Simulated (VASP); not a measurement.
Runs of VASP 6.6.1 on TePb. The structure is that of space group Fm-3m (No. 225), or close to it. The cells are those of the table. 

```csv
task,cell,cutoff (eV),gap on the mesh (eV),pressure (GPa)
single point,"a = 4.376 Å, angles 60.0°, 2 atoms",520,0.67,10.0
single point,"a = 4.502 Å, angles 60.0°, 2 atoms",520,0.91,4.0
single point,"a = 4.587 Å, angles 60.0°, 2 atoms",520,(a),1.0
relaxation of cell and atoms,"relaxed to 10 GPa from a = 4.621 Å, angles 60.0°, 2 atoms",600,0.67,10.0
relaxation of cell and atoms,"relaxed to 15 GPa from a = 4.621 Å, angles 60.0°, 2 atoms",600,0.48,15.0
relaxation of cell and atoms,"relaxed to 4 GPa from a = 4.621 Å, angles 60.0°, 2 atoms",600,0.91,4.0
single point,"a = 4.556 Å, angles 60.0°, 2 atoms",520,1.00,(b)
```

Alike in all rows: level r2SCAN; potentials or basis VASP PAW PBE potentials, release 64 (Te, Pb_d); no spin polarisation; k mesh 6 × 6 × 6; smearing gaussian 0.01 eV.

Question: Estimate the missing entries.

Answer: (a) 1.05; (b) 2.0.

Caveats: the PAW data sets were made with another functional, which shifts forces and pressure a little; spin-orbit coupling is left out, which moves the levels of the heavy elements; the cell is relaxed towards a set pressure, so the run minimises the enthalpy, not the energy (at least some runs); the cell stands under pressure (at least some runs).

A k mesh can miss the band edges, and the runs leave out spin-orbit coupling on Pb, Te.
